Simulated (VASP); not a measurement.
C, 2 atoms in the cell. Symmetry: Fd-3m, No. 227, cubic system. Conventional cell: a = 3.532 Å, b = 3.532 Å, c = 3.532 Å, α = 90.00°, β = 90.00°, γ = 90.00°. Within 2.0 Å of C (site symmetry -43m) lie 4 C at 1.53 Å. 

```yaml
Program: VASP 6.6.1
Task: single point
Functional: LDA
Potentials_or_basis: VASP PAW LDA potentials, release 64 (C)
Cutoff: 600 eV
k_mesh: 12 × 12 × 12
Occupations: gaussian, width 0.02 eV
Spin: no spin polarisation
Dipole_correction: no
Further_INCAR_settings: ALGO = Normal; EDIFF = 1e-06; NBANDS = 11
```

Potentials or basis: VASP PAW LDA potentials, release 64 (C).

Run with:

```console
$ cat potpaw_LDA.64/C/POTCAR > POTCAR
$ mpirun -np 1 vasp_std > vasp.out
```

Hardware: 1 thread of AMD EPYC 7R13, on a shared host.

Estimate the wall time of this run.

It took 14 s on 1 thread of AMD EPYC 7R13 (shared host), peak memory 0.09 GiB. Counts: scf iterations 11, k points 72.
